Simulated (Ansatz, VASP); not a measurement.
Ge: VASP beside Ansatz

The input INCAR:

```
  PREC = Accurate
  ENCUT = 520
  EDIFF = 1E-7
  ISMEAR = -1
  SIGMA = 0.05
  LREAL = False
  LASPH = True
  NELM = 60
  ALGO = Normal
  ISIF = 2
  LWAVE = False
  LCHARG = True
  GGA = VW
  LELF = True
  LVHAR = True
  NBANDS = 21
```

The input KPOINTS:

```
Automatic mesh
0
Gamma
  8 8 8
```

Contents of POSCAR:

```
Ge
1.0
    0.0000000000      2.8099234548      2.8099234548
    2.8099234548      0.0000000000      2.8099234548
    2.8099234548      2.8099234548      0.0000000000
Ge
2
Direct
    0.7500000000      0.7500000000      0.7500000000
    0.5000000000      0.5000000000      0.5000000000
```

input.yaml

```yaml
crystal:
  lattice:
    - [0.0, 2.8099234548, 2.8099234548]
    - [2.8099234548, 0.0, 2.8099234548]
    - [2.8099234548, 2.8099234548, 0.0]
  atoms:
    - { symbol: Ge, position: [0.75, 0.75, 0.75] }
    - { symbol: Ge, position: [0.5, 0.5, 0.5] }
hamiltonian:
  xc: { exchange: slater, correlation: vwn5 }
  pseudopotentials: { kind: paw }
kpoints:
  mp_grid: { grid: [8, 8, 8] }
scf:
  occupations: { method: fermi_dirac, width: 0.05 }
output:
  forces: true
  stress: true
  eigenvalues: true
  write_density: true
  write_potential: true
  elf: true
  volumetric_format: npy
```

Alike in both runs: task single point; functional SVWN5; k mesh 8 × 8 × 8; occupations fermi-dirac, width 0.05 eV; no spin polarisation.

|  | VASP | Ansatz |
| --- | --- | --- |
| version | VASP 6.6.1 | Ansatz 0.2.0 |
| potentials or method | VASP PAW PBE potentials, release 64 (Ge_d) | Ansatz PAW |
| plane-wave cutoff (eV) | 520 | 420 |
| valence electrons in the cell | 28 | 28 |

VASP gave:

- gap on the k mesh at the Fermi level (eV): none
- pressure (GPa): 0.1

Q: What did Ansatz give for the same quantities?

A: gap on the k mesh at the Fermi level (eV): none; pressure (GPa): 0.0.

VASP's potentials were made for PBE, not for SVWN5. A gap of «none» marks a metal or a gap that the smearing closes.
